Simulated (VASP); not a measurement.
Write the native input for VASP 6.6.1 that does the following.

```
Task                   : single point
Functional             : PBEsol
Dispersion             : D3(BJ)
Potentials or basis    : VASP PAW PBE potentials, release 64 (C)
Cutoff                 : 520 eV
k mesh                 : 21 × 21 × 8
Occupations            : gaussian, width 0.15 eV
Spin                   : no spin polarisation
Dipole correction      : no
Further INCAR settings : ALGO = Normal; EDIFF = 1e-07; NBANDS = 16
```

The structure of C lies in POSCAR:

```
C
1.0
    2.2993125903      0.0000000000      0.0000000000
   -1.1496562952      1.9912631145      0.0000000000
    0.0000000000      0.0000000000      6.6169617724
C
4
Direct
    0.0000000000      0.0000000000      0.0025000000
    0.0000000000      0.0000000000      0.5025000000
    0.3333333333      0.6666666667      0.0025000000
    0.6666666667      0.3333333333      0.5025000000
```

One way to write it, as run:

INCAR

```
ALGO = Normal ; EDIFF = 1E-7
ENCUT = 520 ; GGA = PS
ISIF = 2 ; ISMEAR = 0
IVDW = 12 ; LASPH = T
LCHARG = F ; LREAL = F
LWAVE = F ; NBANDS = 16
NELM = 100 ; PREC = Accurate
SIGMA = 0.15
```

KPOINTS

```
k-points
0
Gamma
  21 21 8
```

Potentials or basis: VASP PAW PBE potentials, release 64 (C).

The run is started by

```console
$ cat potpaw_PBE.64/C/POTCAR > POTCAR
$ mpirun -np 1 vasp_std > vasp.out
```

Results of the run:

```yaml
Pressure: 77.0 GPa
Band_gap_on_the_k_mesh: zero (bands 8 and 9 overlap by 0.03 eV)
Dispersion_energy_per_atom: -0.102 eV
```

Caveat: the cell stands under pressure; the PAW data sets were made with another functional, which shifts forces and pressure a little.

Run time: 110 s on 1 thread of Intel Xeon 8259CL, with other jobs on the host, peak memory 0.21 GiB.
